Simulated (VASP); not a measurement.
# ZnO (P6_3/mmc) in VASP: notebook

The runs below take ZnO through single point, with PBE+D3(BJ).

All numbers are computed with VASP 6.6.1; they aren't measurements. Logs are shortened: lines on timing, memory, paths and dates and some standing lists are left out, and cuts for length are marked.

### Step 1. The cell of the first run

It takes space group P6_3/mmc (No. 194, hexagonal). The conventional cell has a = 3.266 Å, b = 3.266 Å, c = 5.244 Å, α = 90.00°, β = 90.00°, γ = 120.00°. Within 2.5 Å of Zn (site symmetry -6m2) lie 3 O at 1.89 Å. O (site symmetry -6m2) has 3 Zn at 1.89 Å within 2.5 Å.

### Step 2. Single point, PBE+D3(BJ) (strain -0.1500 x Voigt [0, 0, 1, 0, 0, 0])

INCAR reads:

```
PREC = Accurate
ENCUT = 520
EDIFF = 1E-7
ISMEAR = 0
SIGMA = 0.05
LREAL = F
LASPH = T
NELM = 80
ALGO = Normal
ISIF = 2
LWAVE = F
LCHARG = T
GGA = PE
IVDW = 12
LELF = T
LVHAR = T
NBANDS = 26
```

KPOINTS reads:

```
regular mesh
0
Gamma
  12 12 6
```

POSCAR reads:

```
ZnO
1.0
    3.2662751495      0.0000000000      0.0000000000
   -1.6331375747      2.8286772553      0.0000000000
    0.0000000000      0.0000000000      5.2435210923
Zn O
2 2
Direct
    0.0000000000      0.0000000000      0.7500000000
    0.0000000000      0.0000000000      0.2500000000
    0.3333333333      0.6666666667      0.2500000000
    0.6666666667      0.3333333333      0.7500000000
```

Potentials or basis: VASP PAW PBE potentials, release 64 (Zn, O).

Launch:

```
cat potpaw_PBE.64/Zn/POTCAR potpaw_PBE.64/O/POTCAR > POTCAR
mpirun -np 1 vasp_std > vasp.out
```

OUTCAR:

```text
PREC = Accurate
   ENCUT = 520
   EDIFF = 1E-7
   ISMEAR = 0
   LREAL = F
   LASPH = T
   NELM = 80
   ISIF = 2
   GGA = PE
   IVDW = 12
 IVDW          = 12

 ion  position               nearest neighbor table
   1  0.000  0.000  0.750-   4 1.89   4 1.89   4 1.89   2 2.62   2 2.62
   2  0.000  0.000  0.250-   3 1.89   3 1.89   3 1.89   1 2.62   1 2.62
   3  0.333  0.667  0.250-   2 1.89   2 1.89   2 1.89
   4  0.667  0.333  0.750-   1 1.89   1 1.89   1 1.89

  LATTYP: Found a hexagonal cell.
 ALAT       =     3.2662751495
 C/A-ratio  =     1.6053519230

  Lattice vectors:

 A1 = (   3.2662751495,   0.0000000000,   0.0000000000)
 A2 = (  -1.6331375747,   2.8286772553,   0.0000000000)
 A3 = (   0.0000000000,   0.0000000000,   5.2435210923)

Analysis of symmetry for initial positions (statically):
=====================================================================
 Subroutine PRICEL returns:
 Original cell was already a primitive cell.

 Routine SETGRP: Setting up the symmetry group for a
 hexagonal supercell.

 Subroutine GETGRP returns: Found 24 space group operations
 (whereof 12 operations were pure point group operations)
 out of a pool of 24 trial point group operations.

The static configuration has the point symmetry D_3d.
 The point group associated with its full space group is D_6h.

Analysis of symmetry for dynamics (positions and initial velocities):
=====================================================================
 Subroutine PRICEL returns:
 Original cell was already a primitive cell.

 Routine SETGRP: Setting up the symmetry group for a
 hexagonal supercell.

 Subroutine GETGRP returns: Found 24 space group operations
 (whereof 12 operations were pure point group operations)
 out of a pool of 24 trial point group operations.

The dynamic configuration has the point symmetry D_3d.
 The point group associated with its full space group is D_6h.

 Subroutine INISYM returns: Found 24 space group operations
 (whereof 12 operations are pure point group operations),
 and found     1 'primitive' translations

----------------------------------------------------------------------------------------

                                     Primitive cell

  volume of cell :      48.4461

  direct lattice vectors                    reciprocal lattice vectors
     3.266275150  0.000000000  0.000000000     0.306159143  0.176761064  0.000000000
    -1.633137575  2.828677255  0.000000000     0.000000000  0.353522127  0.000000000
     0.000000000  0.000000000  5.243521092     0.000000000  0.000000000  0.190711543

  length of vectors
     3.266275150  3.266275150  5.243521092     0.353522127  0.353522127  0.190711543

  position of ions in fractional coordinates (direct lattice)
     0.000000000  0.000000000  0.750000000
     0.000000000  0.000000000  0.250000000
     0.333333333  0.666666667  0.250000000
     0.666666667  0.333333333  0.750000000

  ion indices of the primitive-cell ions
   primitive index   ion index
                 1           1
                 2           2
                 3           3
                 4           4

----------------------------------------------------------------------------------------

 KPOINTS: regular mesh

Automatic generation of k-mesh.
 Grid dimensions read from file:
 generate k-points for:   12   12    6

 Generating k-lattice:

  Cartesian coordinates                     Fractional coordinates (reciprocal lattice)
     0.025513262  0.014730089  0.000000000     0.083333333  0.000000000  0.000000000
     0.000000000  0.029460177  0.000000000     0.000000000  0.083333333  0.000000000
     0.000000000  0.000000000  0.031785257     0.000000000  0.000000000  0.166666667

  Length of vectors
     0.029460177  0.029460177  0.031785257

  Shift w.r.t. Gamma in fractional coordinates (k-lattice)
     0.000000000  0.000000000  0.000000000

 Subroutine IBZKPT returns following result:
 ===========================================

 Found     76 irreducible k-points:

 Following reciprocal coordinates:
            Coordinates               Weight
  0.000000  0.000000  0.000000      1.000000
  0.083333  0.000000  0.000000      6.000000
  0.166667  0.000000  0.000000      6.000000
  0.250000  0.000000  0.000000      6.000000
  0.333333  0.000000  0.000000      6.000000
  0.416667  0.000000  0.000000      6.000000
[... 16 lines left out ...]
  0.250000  0.000000  0.166667     12.000000
  0.333333  0.000000  0.166667     12.000000
 [... further k-points ...]
   k-points           NKPTS =     76   k-points in BZ     NKDIM =     76   number of bands    NBANDS=     26
   number of dos      NEDOS =    301   number of ions     NIONS =      4
   total plane-waves  NPLWV =  23040
   dimension x,y,z NGX =    24 NGY =   24 NGZ =   40
   dimension x,y,z NGXF=    48 NGYF=   48 NGZF=   80
   ions per type =               2   2
   NGX,Y,Z   is equivalent  to a cutoff of  12.22, 12.22, 12.68 a.u.
   NGXF,Y,Z  is equivalent  to a cutoff of  24.43, 24.43, 25.36 a.u.
 SYSTEM =  unknown system
   PREC   = accura    normal or accurate (medium, high low for compatibility)
   ISTART =      0    job   : 0-new  1-cont  2-samecut
   ICHARG =      2    charge: 1-file 2-atom 10-const
   ISPIN  =      1    spin polarized calculation?
   LNONCOLLINEAR =      F non collinear calculations
   LSORBIT =      F    spin-orbit coupling
   LASPH  =      T    aspherical Exc in radial PAW
   ENCUT  =  520.0 eV  38.22 Ry    6.18 a.u.   6.07  6.07  9.75*2*pi/ulx,y,z
   NELM   =     80;   NELMIN=  2; NELMDL= -5     # of ELM steps
   EDIFF  = 0.1E-06   stopping-criterion for ELM
   LREAL  =      F    real-space projection
   EDIFFG = 0.1E-05   stopping-criterion for IOM
   NSW    =      0    number of steps for IOM
   IBRION =     -1    ionic relax: 0-MD 1-quasi-New 2-CG
   NFREE  =      0    steps in history (QN), initial steepest desc. (CG)
   ISIF   =      2    stress and relaxation
   ISYM   =      2    0-nonsym 1-usesym 2-fastsym
   POTIM  = 0.5000    time-step for ionic-motion
   TEBEG  =    0.0;   TEEND  =   0.0 temperature during run
   PSTRESS=    0.0 pullay stress
   NELECT =      36.0000    total number of electrons
   NUPDOWN=      -1.0000    fix difference up-down
   EMIN   =  10.00;   EMAX   =-10.00  energy-range for DOS
   EFERMI =   0.00;   METHOD = LEGACY
   ISMEAR =     0;   SIGMA  =   0.05  broadening in eV -4-tet -1-fermi 0-gaus
   EFERMI_NEDOS =   21; number of points for ismear=-14 and -15
   IALGO  =     38    algorithm
   IMIX   =      4    mixing-type and parameters
     AMIX     =   0.40;   BMIX     =  1.00
     AMIX_MAG =   1.60;   BMIX_MAG =  1.00
  volume/ion in A,a.u.               =      12.11        81.73
  Fermi-wavevector in a.u.,A,eV,Ry     =   1.482823  2.802129 29.915995  2.198764
  Thomas-Fermi vector in A             =   2.596561
   LORBIT       =      0    0 simple, 1 ext, 2 COOP (PROOUT), +10 PAW based schemes
   GGA     = PE    functional components
   LHFCALC =     F    Hartree Fock is set to
   AEXX    =    0.0000 exact exchange contribution
   IVDW    =    12    specifies the selected vdW correction
   LEPSILON=     F    determine dielectric tensor
   LRPA    =     F    only Hartree local field effects (RPA)
 non-spin polarized calculation
 Gauss-broadening in eV      SIGMA  =   0.05
  energy-cutoff  :      520.00
  volume of cell :       48.45
 maximum number of plane-waves:      1322
   NGX = 13   NGY = 13   NGZ = 19

 number of electron      36.0000027 magnetization

 Free energy of the ion-electron system (eV)
  ---------------------------------------------------
  ext. energy  EPLUGINS =         0.00000000
  ---------------------------------------------------
  free energy    TOTEN  =       -16.55869345 eV

  energy without entropy =      -16.55869345  energy(sigma->0) =      -16.55869345

 E-fermi :   1.0996     XC(G=0): -10.8617

 val. band max:        0.8809811357   @ k =   0.0000   0.0000   0.0000
 cond. band min:       1.5968540147   @ k =   0.0000   0.0000   0.0000
 fundamental gap:      0.7158728790
 Fermi energy:         1.0996474361

 k-point     1 :       0.0000    0.0000    0.0000
  band No.  band energies     occupation
      1     -16.9581      2.00000
      2     -16.3510      2.00000
      3      -5.5083      2.00000
      4      -5.5083      2.00000
      5      -5.3372      2.00000
      6      -5.3372      2.00000
[... 18 lines left out ...]
     25      15.5523      0.00000
     26      17.3778      0.00000

 k-point     2 :       0.0833    0.0000    0.0000
  band No.  band energies     occupation
      1     -16.9169      2.00000
      2     -16.3279      2.00000
      3      -5.5178      2.00000
      4      -5.4609      2.00000
      5      -5.3551      2.00000
      6      -5.2913      2.00000
[... 18 lines left out ...]
     25      15.7729      0.00000
     26      17.8492      0.00000

 k-point     3 :       0.1667    0.0000    0.0000
  band No.  band energies     occupation
      1     -16.8017      2.00000
      2     -16.2661      2.00000
      3      -5.5286      2.00000
      4      -5.3904      2.00000
      5      -5.3232      2.00000
      6      -5.1597      2.00000
[... 18 lines left out ...]
     25      16.2480      0.00000
     26      16.4038      0.00000

 k-point     4 :       0.2500    0.0000    0.0000
  band No.  band energies     occupation
      1     -16.6349      2.00000
      2     -16.1859      2.00000
      3      -5.5018      2.00000
      4      -5.3994      2.00000
      5      -5.1116      2.00000
      6      -5.0202      2.00000
[... 18 lines left out ...]
     25      14.8581      0.00000
     26      17.3616      0.00000
[... 496 lines left out ...]
      1     -16.7677      2.00000
      2     -16.3040      2.00000
      3      -5.5240      2.00000
      4      -5.4032      2.00000
      5      -5.3130      2.00000
      6      -5.1714      2.00000
[... 18 lines left out ...]
     25      15.6545      0.00000
     26      15.8631      0.00000

 k-point    23 :       0.2500    0.0000    0.1667
  band No.  band energies     occupation
      1     -16.6060      2.00000
      2     -16.2171      2.00000
      3      -5.5064      2.00000
      4      -5.4145      2.00000
      5      -5.1027      2.00000
      6      -4.9740      2.00000
[... 18 lines left out ...]
     25      14.7466      0.00000
     26      16.3268      0.00000

 k-point    24 :       0.3333    0.0000    0.1667
  band No.  band energies     occupation
      1     -16.4300      2.00000
      2     -16.1383      2.00000
      3      -5.4303      2.00000
      4      -5.3635      2.00000
      5      -4.9707      2.00000
      6      -4.8604      2.00000
[... 18 lines left out ...]
     25      14.5766      0.00000
     26      16.4099      0.00000

 [... further k-points ...]

------------------------ aborting loop because EDIFF is reached ----------------------------------------

 Edisp (eV)   -0.89117

 E8    (eV) :    -0.3394

  FORCE on cell =-STRESS in cart. coord.  units (eV):
  Direction    XX          YY          ZZ          XY          YZ          ZX
  --------------------------------------------------------------------------------------
  -------------------------------------------------------------------------------------
  Total       0.91730     0.91730     3.04755     0.00000     0.00000     0.00000
  in kB      30.33633    30.33633   100.78631     0.00000     0.00000     0.00000
  external pressure =       53.82 kB  Pullay stress =        0.00 kB

 VOLUME and BASIS-vectors are now :
 -----------------------------------------------------------------------------
  energy-cutoff  :      520.00
  volume of cell :       48.45
      direct lattice vectors                 reciprocal lattice vectors
     3.266275150  0.000000000  0.000000000     0.306159143  0.176761064  0.000000000
    -1.633137575  2.828677255  0.000000000     0.000000000  0.353522127  0.000000000
     0.000000000  0.000000000  5.243521092     0.000000000  0.000000000  0.190711543

 POSITION                                       TOTAL-FORCE (eV/Angst)
 -----------------------------------------------------------------------------------
      0.00000      0.00000      3.93264         0.000000      0.000000     -0.000000
      0.00000      0.00000      1.31088        -0.000000     -0.000000     -0.000000
     -0.00000      1.88578      1.31088         0.000000     -0.000000      0.000000
      1.63314      0.94289      3.93264        -0.000000      0.000000     -0.000000
 -----------------------------------------------------------------------------------
    total drift:                               -0.000000      0.000000     -0.000000

  FREE ENERGIE OF THE ION-ELECTRON SYSTEM (eV)
  ---------------------------------------------------
  free  energy   TOTEN  =       -17.4498616334 eV

  energy  without entropy=      -17.4498616334  energy(sigma->0) =      -17.44986163
```

Wall time 40 s (1 thread of Intel Xeon 6975P-C (Granite Rapids), shared host); peak memory 0.22 GiB.

What came out:

```yaml
Free_energy: -17.4499 eV
Pressure: 5.4 GPa
Band_gap_on_the_k_mesh: 0.72 eV
Dispersion_energy_per_atom: -0.223 eV
```

Levels at points of the mesh, in eV from the valence-band top:
```csv
k point,band 14,band 15,band 16,band 17,band 18,band 19,band 20,band 21,band 22,band 23
"(0.00, 0.00, 0.00)",-0.65,-0.07,-0.07,0.00,0.00,0.72,5.48,6.32,12.00,12.00
"(0.50, 0.00, 0.00)",-2.85,-2.21,-1.59,-1.12,-1.01,4.30,5.40,6.86,9.80,11.17
"(0.00, 0.00, 0.50)",-2.64,-0.03,-0.03,-0.03,-0.03,2.85,2.85,10.61,10.61,12.93
"(0.50, 0.00, 0.50)",-4.18,-1.89,-1.89,-0.77,-0.77,4.62,4.62,9.00,9.00,12.25
```

Caveat: the cell differs from its parent crystal (strain -0.1500 x Voigt [0, 0, 1, 0, 0, 0]); the cell stands under pressure.

### Step 3. Single point, PBE+D3(BJ) (strain -0.1125 x Voigt [0, 0, 1, 0, 0, 0])

INCAR reads:

```
SYSTEM = ZnO
ALGO = Normal
EDIFF = 1E-6
ENCUT = 520
GGA = PE
ISIF = 2
ISMEAR = 0
IVDW = 12
LASPH = .True.
LCHARG = .False.
LREAL = .False.
LWAVE = .False.
NBANDS = 26
NELM = 80
PREC = Accurate
SIGMA = 0.05
```

KPOINTS reads:

```
k-points
0
Gamma
  12 12 6
  0 0 0
```

POSCAR: that of step 2 with these lines changed.

```diff
@@ -4,3 +4,3 @@
    -1.6331375747      2.8286772553      0.0000000000
-    0.0000000000      0.0000000000      5.2435210923
+    0.0000000000      0.0000000000      5.4748529052
 Zn O
```

Potentials or basis: VASP PAW PBE potentials, release 64 (Zn, O).

Launch:

```
cat potpaw_PBE.64/Zn/POTCAR potpaw_PBE.64/O/POTCAR > POTCAR
mpirun -np 1 vasp_std > vasp.out
```

It took 41 s on 1 thread of Intel Xeon 6975P-C (Granite Rapids), shared host; peak memory 0.22 GiB.

It converged, with:

```yaml
Free_energy: -17.5554 eV
Pressure: 3.5 GPa
Band_gap_on_the_k_mesh: 0.69 eV
Dispersion_energy_per_atom: -0.213 eV
```

Stress tensor (GPa, compression positive):
```
2.42 0.00 0.00
0.00 2.42 0.00
0.00 0.00 5.76
```

Levels at points of the mesh, in eV from the valence-band top:
```tsv
k point	band 15	band 16	band 17	band 18	band 19	band 20	band 21	band 22
(0.00, 0.00, 0.00)	-0.05	-0.05	0.00	0.00	0.69	5.12	6.14	12.16
(0.50, 0.00, 0.00)	-2.14	-1.65	-1.09	-1.01	4.33	5.40	6.71	9.66
(0.00, 0.00, 0.50)	-0.02	-0.02	-0.02	-0.02	2.67	2.67	10.02	10.02
(0.50, 0.00, 0.50)	-1.89	-1.89	-0.82	-0.82	4.63	4.63	8.75	8.75
```

Caveat: the cell differs from its parent crystal (strain -0.1125 x Voigt [0, 0, 1, 0, 0, 0]); the cell stands under pressure.

(Part 1 of 2 ends here.)
